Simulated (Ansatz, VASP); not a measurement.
One calculation of LiF, two programs

```xyz
4
Lattice="3.1894 0.0000 0.0000 -1.5947 2.7621 0.0000 0.0000 0.0000 4.7088" Properties=species:S:1:pos:R:3 pbc="T T T"
Li    0.0000    1.8414    1.7944
Li    1.5947    0.9207    4.1488
F     0.0000    1.8414    4.6802
F     1.5947    0.9207    2.3258
```

Alike in both runs: task single point; functional PBE; k mesh 9 × 9 × 6; occupations gaussian, width 0.05 eV; no spin polarisation.

|  | VASP | Ansatz |
| --- | --- | --- |
| version | VASP 6.6.1 | Ansatz 0.2.0 |
| potentials or method | VASP PAW PBE potentials, release 64 (Li_sv, F), cutoff 520 eV | scalar-relativistic, plane waves, PAW |
| valence electrons in the cell | 20 | 20 |

Ansatz gave:

- gap on the k mesh at the Fermi level (eV): 7.54
- least direct gap on the mesh (eV): 7.54
- rms of the force components (eV/Å): 0.133

Task: Which values does VASP return?

Result: gap on the k mesh at the Fermi level (eV): 7.53; least direct gap on the mesh (eV): 7.53; rms of the force components (eV/Å): 0.140.

Atom by atom the forces differ by 0.007 eV/Å (rms over components). With one functional, cell and mesh, what is left measures potentials, basis and numerics.

Noted on VASP's run: the cutoff is short for stress, so the pressure is rough.
